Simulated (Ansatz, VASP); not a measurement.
## WC in VASP and in Ansatz

File INCAR:

```
SYSTEM = WC
PREC     = Accurate       ! precision mode
ENCUT    = 520            ! plane-wave cutoff, eV
EDIFF    = 1E-6           ! SCF threshold, eV
ISMEAR   = 0              ! smearing method
SIGMA    = 0.15           ! smearing width, eV
LREAL    = .FALSE.        ! projectors in reciprocal space
LASPH    = .TRUE.         ! aspherical terms in the spheres
NELM     = 60             ! most SCF steps
ALGO     = Normal         ! electronic algorithm
ISIF     = 2              ! what is computed and relaxed
LWAVE    = .FALSE.        ! write WAVECAR
LCHARG   = .FALSE.        ! write CHGCAR
GGA      = PS             ! functional
NBANDS   = 16             ! bands
```

The input KPOINTS:

```
regular mesh
0
G
  18 18 16
  0 0 0
```

File POSCAR:

```
WC
1.0
    2.9005014360      0.0000000000      0.0000000000
   -1.4502507180      2.5119079273      0.0188393095
    0.0000000000      0.0212175000      2.8290000000
W C
1 1
Direct
    0.0000000000      0.0000000000      0.0000000000
    0.6666666667      0.3333333333      0.5000000000
```

Input for Ansatz:

```yaml
crystal:
  lattice:
    - [2.900501436, 0.0, 0.0]
    - [-1.450250718, 2.5119079273, 0.0188393095]
    - [0.0, 0.0212175, 2.829]
  atoms:
    - { symbol: W, position: [0.0, 0.0, 0.0] }
    - { symbol: C, position: [0.6666666667, 0.3333333333, 0.5] }
basis:
  ecutwfc: 420
kpoints:
  mp_grid: { grid: [18, 18, 16] }
hamiltonian:
  xc: pbesol
scf:
  occupations: { method: gaussian, width: 0.15 }
output:
  forces: true
  stress: true
  eigenvalues: true
  write_density: true
  write_potential: true
  elf: true
  volumetric_format: npy
```

Change from the starting cell: strain +0.0150 x Voigt [0, 0, 0, 1, 0, 0], atoms carried along.

Alike in both runs: task single point; functional PBEsol; k mesh 18 × 18 × 16; occupations gaussian, width 0.15 eV; no spin polarisation.

|  | VASP | Ansatz |
| --- | --- | --- |
| version | VASP 6.6.1 | Ansatz 0.2.0 |
| potentials or method | VASP PAW PBE potentials, release 64 (W_sv, C), cutoff 520 eV | scalar-relativistic, plane waves, PAW |
| valence electrons in the cell | 18 | 18 |

Ansatz gave:

- gap on the k mesh at the Fermi level (eV): none
- pressure (GPa): -0.6
- traceless stress, the component that is largest in VASP (GPa): -4.80
- rms of the force components (eV/Å): 0.004

Problem. Which values does VASP return?

Solution. gap on the k mesh at the Fermi level (eV): none; pressure (GPa): 0.6; traceless stress, the component that is largest in VASP (GPa): -4.82; rms of the force components (eV/Å): 0.004.

VASP's potentials were made for PBE, not for PBEsol. Atom by atom the forces differ by 0.000 eV/Å (rms over components). A gap of «none» marks a metal or a gap that the smearing closes.

Neither program's run includes spin-orbit coupling.
